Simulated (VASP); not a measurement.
# Si3N4 (P6_3/m) in VASP: a series of runs, part 2 of 2

VASP 6.6.1. The steps go on from the part before.

**3. Single point, PBE**

File INCAR:

```
PREC = Accurate
ENCUT = 520
EDIFF = 1E-7
ISMEAR = -1
SIGMA = 0.02
LREAL = False
LASPH = True
NELM = 100
ALGO = Normal
ISIF = 2
LWAVE = False
LCHARG = True
GGA = PE
LELF = True
LVHAR = True
NBANDS = 45
```

File KPOINTS:

```
Automatic mesh
0
Gamma
  4 4 10
```

File POSCAR:

```
Si3N4
1.0
    7.6044000000      0.0000000000      0.0000000000
   -3.8022000000      6.5856035805      0.0000000000
    0.0000000000      0.0000000000      2.9063000000
Si N
6 8
Direct
    0.7679796747      0.1740937292      0.2500000000
    0.5938859455      0.7679796747      0.7500000000
    0.8259062708      0.5938859455      0.2500000000
    0.2320203253      0.8259062708      0.7500000000
    0.4061140545      0.2320203253      0.2500000000
    0.1740937292      0.4061140545      0.7500000000
    0.0299692425      0.3298825355      0.2500000000
    0.7000867070      0.0299692425      0.7500000000
    0.6701174645      0.7000867070      0.2500000000
    0.9700307575      0.6701174645      0.7500000000
    0.2999132930      0.9700307575      0.2500000000
    0.3298825355      0.2999132930      0.7500000000
    0.6666666667      0.3333333333      0.2500000000
    0.3333333333      0.6666666667      0.7500000000
```

Potentials or basis: VASP PAW PBE potentials, release 64 (Si, N).

Launch:

```bash
cat potpaw_PBE.64/Si/POTCAR potpaw_PBE.64/N/POTCAR > POTCAR
mpirun -np 1 vasp_std > vasp.out
```

OUTCAR:

```text
PREC = Accurate
   ENCUT = 520
   EDIFF = 1E-7
   ISMEAR = -1
   LREAL = False
   LASPH = True
   NELM = 100
   ISIF = 2
   GGA = PE

 ion  position               nearest neighbor table
   1  0.768  0.174  0.250-  13 1.73   7 1.74   8 1.74   8 1.74   3 3.00   5 3.00   2 3.05   2 3.05
                             6 3.05   6 3.05
   2  0.594  0.768  0.750-  14 1.73   8 1.74   9 1.74   9 1.74   6 3.00   4 3.00   1 3.05   1 3.05
                             3 3.05   3 3.05
   3  0.826  0.594  0.250-  13 1.73   9 1.74  10 1.74  10 1.74   1 3.00   5 3.00   4 3.05   4 3.05
                             2 3.05   2 3.05
   4  0.232  0.826  0.750-  14 1.73  10 1.74  11 1.74  11 1.74   6 3.00   2 3.00   5 3.05   5 3.05
                             3 3.05   3 3.05
   5  0.406  0.232  0.250-  13 1.73  11 1.74  12 1.74  12 1.74   3 3.00   1 3.00   4 3.05   4 3.05
                             6 3.05   6 3.05
   6  0.174  0.406  0.750-  14 1.73  12 1.74   7 1.74   7 1.74   4 3.00   2 3.00   1 3.05   1 3.05
                             5 3.05   5 3.05
   7  0.030  0.330  0.250-   1 1.74   6 1.74   6 1.74
   8  0.700  0.030  0.750-   2 1.74   1 1.74   1 1.74
   9  0.670  0.700  0.250-   3 1.74   2 1.74   2 1.74
  10  0.970  0.670  0.750-   4 1.74   3 1.74   3 1.74
  11  0.300  0.970  0.250-   5 1.74   4 1.74   4 1.74
  12  0.330  0.300  0.750-   6 1.74   5 1.74   5 1.74
  13  0.667  0.333  0.250-   1 1.73   3 1.73   5 1.73
  14  0.333  0.667  0.750-   4 1.73   6 1.73   2 1.73

  LATTYP: Found a hexagonal cell.
 ALAT       =     7.6044000000
 C/A-ratio  =     0.3821866288

  Lattice vectors:

 A1 = (   7.6044000000,   0.0000000000,   0.0000000000)
 A2 = (  -3.8022000000,   6.5856035805,   0.0000000000)
 A3 = (   0.0000000000,   0.0000000000,   2.9063000000)

Analysis of symmetry for initial positions (statically):
=====================================================================
 Subroutine PRICEL returns:
 Original cell was already a primitive cell.

 Routine SETGRP: Setting up the symmetry group for a
 hexagonal supercell.

 Subroutine GETGRP returns: Found 12 space group operations
 (whereof  6 operations were pure point group operations)
 out of a pool of 24 trial point group operations.

The static configuration has the point symmetry S_6 .
 The point group associated with its full space group is C_6h.

Analysis of symmetry for dynamics (positions and initial velocities):
=====================================================================
 Subroutine PRICEL returns:
 Original cell was already a primitive cell.

 Routine SETGRP: Setting up the symmetry group for a
 hexagonal supercell.

 Subroutine GETGRP returns: Found 12 space group operations
 (whereof  6 operations were pure point group operations)
 out of a pool of 24 trial point group operations.

The dynamic configuration has the point symmetry S_6 .
 The point group associated with its full space group is C_6h.

 Subroutine INISYM returns: Found 12 space group operations
 (whereof  6 operations are pure point group operations),
 and found     1 'primitive' translations

----------------------------------------------------------------------------------------

                                     Primitive cell

  volume of cell :     145.5462

  direct lattice vectors                    reciprocal lattice vectors
     7.604400000  0.000000000  0.000000000     0.131502814  0.075923185  0.000000000
    -3.802200000  6.585603580  0.000000000     0.000000000  0.151846370  0.000000000
     0.000000000  0.000000000  2.906300000     0.000000000  0.000000000  0.344080102
[... 99 lines left out ...]
   ISTART =      0    job   : 0-new  1-cont  2-samecut
   ICHARG =      2    charge: 1-file 2-atom 10-const
   ISPIN  =      1    spin polarized calculation?
   LNONCOLLINEAR =      F non collinear calculations
   LSORBIT =      F    spin-orbit coupling
   LASPH  =      T    aspherical Exc in radial PAW
   ENCUT  =  520.0 eV  38.22 Ry    6.18 a.u.  14.14 14.14  5.40*2*pi/ulx,y,z
   NELM   =    100;   NELMIN=  2; NELMDL= -5     # of ELM steps
   EDIFF  = 0.1E-06   stopping-criterion for ELM
   LREAL  =      F    real-space projection
   EDIFFG = 0.1E-05   stopping-criterion for IOM
   NSW    =      0    number of steps for IOM
   IBRION =     -1    ionic relax: 0-MD 1-quasi-New 2-CG
   NFREE  =      0    steps in history (QN), initial steepest desc. (CG)
   ISIF   =      2    stress and relaxation
   ISYM   =      2    0-nonsym 1-usesym 2-fastsym
   POTIM  = 0.5000    time-step for ionic-motion
   TEBEG  =    0.0;   TEEND  =   0.0 temperature during run
   PSTRESS=    0.0 pullay stress
   NELECT =      64.0000    total number of electrons
   NUPDOWN=      -1.0000    fix difference up-down
   EMIN   =  10.00;   EMAX   =-10.00  energy-range for DOS
   EFERMI =   0.00;   METHOD = LEGACY
   ISMEAR =    -1;   SIGMA  =   0.02  broadening in eV -4-tet -1-fermi 0-gaus
   EFERMI_NEDOS =   21; number of points for ismear=-14 and -15
   IALGO  =     38    algorithm
   IMIX   =      4    mixing-type and parameters
     AMIX     =   0.40;   BMIX     =  1.00
     AMIX_MAG =   1.60;   BMIX_MAG =  1.00
  volume/ion in A,a.u.               =      10.40        70.16
  Fermi-wavevector in a.u.,A,eV,Ry     =   1.244900  2.352520 21.085986  1.549776
  Thomas-Fermi vector in A             =   2.379146
   LORBIT       =      0    0 simple, 1 ext, 2 COOP (PROOUT), +10 PAW based schemes
   GGA     = PE    functional components
   LHFCALC =     F    Hartree Fock is set to
   AEXX    =    0.0000 exact exchange contribution
   IVDW    =     0    specifies the selected vdW correction
   LEPSILON=     F    determine dielectric tensor
   LRPA    =     F    only Hartree local field effects (RPA)
 non-spin polarized calculation
  energy-cutoff  :      520.00
  volume of cell :      145.55
 maximum number of plane-waves:      3965
 NGX is ok and might be reduce to    60
   NGX = 29   NGY = 29   NGZ = 11

 number of electron      63.9999992 magnetization

 Free energy of the ion-electron system (eV)
  ---------------------------------------------------
  ext. energy  EPLUGINS =         0.00000000
  ---------------------------------------------------
  free energy    TOTEN  =      -114.49238709 eV

  energy without entropy =     -114.49238709  energy(sigma->0) =     -114.49238709

 E-fermi :   7.2241     XC(G=0): -10.8087

 val. band max:        6.7687285861   @ k =   0.0000   0.0000   0.2000
 cond. band min:      11.0956618728   @ k =   0.0000   0.0000   0.0000
 fundamental gap:      4.3269332867
 Fermi energy:         7.2241216361

 k-point     1 :       0.0000    0.0000    0.0000
  band No.  band energies     occupation
      1     -11.4558      2.00000
      2      -9.9940      2.00000
      3      -9.9940      2.00000
      4      -9.3487      2.00000
      5      -9.2225      2.00000
      6      -9.2225      2.00000
[... 1117 lines left out ...]
     43      14.4078      0.00000
     44      14.4078      0.00000
 [bands above 44 left out]

------------------------ aborting loop because EDIFF is reached ----------------------------------------

  FORCE on cell =-STRESS in cart. coord.  units (eV):
  Direction    XX          YY          ZZ          XY          YZ          ZX
  --------------------------------------------------------------------------------------
  -------------------------------------------------------------------------------------
  Total        4.7492480      4.7492480      4.7309471     -0.0000000      0.0000000      0.0000000
  in kB       52.2798640     52.2798640     52.0784072     -0.0000004      0.0000000      0.0000000
  external PRESSURE =      52.2127117 kB  Pullay stress =       0.0000000 kB

 VOLUME and BASIS-vectors are now :
 -----------------------------------------------------------------------------
  energy-cutoff  :      520.00
  volume of cell :      145.55
      direct lattice vectors                 reciprocal lattice vectors
     7.604400000  0.000000000  0.000000000     0.131502814  0.075923185  0.000000000
    -3.802200000  6.585603580  0.000000000     0.000000000  0.151846370  0.000000000
     0.000000000  0.000000000  2.906300000     0.000000000  0.000000000  0.344080102

 POSITION                                       TOTAL-FORCE (eV/Angst)
 -----------------------------------------------------------------------------------
      5.17809      1.14651      0.72657        -0.011862      0.000657      0.000000
      1.59613      5.05761      2.17972        -0.006500     -0.009944      0.000000
      4.02245      3.91110      0.72657         0.005362     -0.010601     -0.000000
     -1.37589      5.43909      2.17972         0.011862     -0.000657     -0.000000
      2.20607      1.52799      0.72657         0.006500      0.009944      0.000000
     -0.22025      2.67451      2.17972        -0.005362      0.010601     -0.000000
     -1.02638      2.17248      0.72657        -0.004835     -0.014000      0.000000
      5.20979      0.19737      2.17972         0.009707     -0.011187      0.000000
      2.43397      4.61049      0.72657         0.014542      0.002813      0.000000
      4.82858      4.41313      2.17972         0.004835      0.014000      0.000000
     -1.40759      6.38824      0.72657        -0.009707      0.011187      0.000000
      1.36823      1.97511      2.17972        -0.014542     -0.002813     -0.000000
      3.80220      2.19520      0.72657         0.000000     -0.000000      0.000000
     -0.00000      4.39040      2.17972        -0.000000     -0.000000     -0.000000
 -----------------------------------------------------------------------------------
    total drift:                                0.000000      0.000000     -0.000000

  FREE ENERGIE OF THE ION-ELECTRON SYSTEM (eV)
  ---------------------------------------------------
  free  energy   TOTEN  =      -114.4923870865 eV

  energy  without entropy=     -114.4923870865  energy(sigma->0) =     -114.49238709
```

Wall time 4.2 min (1 thread of Intel Xeon 8259CL, shared host); peak memory 0.33 GiB.

Results:

- Free energy: -114.4924 eV
- Pressure: 5.2 GPa
- Largest force: 0.015 eV/Å
- Band gap on the k mesh: 4.33 eV (least direct gap 4.52 eV)

Forces in eV/Å, atoms in the order of the input:
```
Si  -0.012  0.001  0.000
Si  -0.006 -0.010  0.000
Si   0.005 -0.011  0.000
Si   0.012 -0.001  0.000
Si   0.006  0.010  0.000
Si  -0.005  0.011  0.000
N   -0.005 -0.014  0.000
N    0.010 -0.011  0.000
N    0.015  0.003  0.000
N    0.005  0.014  0.000
N   -0.010  0.011  0.000
N   -0.015 -0.003  0.000
N    0.000  0.000  0.000
N    0.000  0.000  0.000
```

Levels at points of the mesh, in eV from the valence-band top:
```tsv
k point	band 29	band 30	band 31	band 32	band 33	band 34	band 35	band 36
(0.00, 0.00, 0.00)	-1.29	-0.46	-0.39	-0.19	4.33	4.77	4.90	4.90
(0.50, 0.00, 0.00)	-1.35	-0.77	-0.32	-0.25	4.63	4.72	4.88	5.30
(0.00, 0.00, 0.50)	-1.62	-1.62	-1.34	-1.34	4.72	4.72	4.72	4.72
(0.50, 0.00, 0.50)	-1.50	-1.50	-1.05	-1.05	4.81	4.81	5.87	5.87
```

Caveat: the cell stands under pressure.
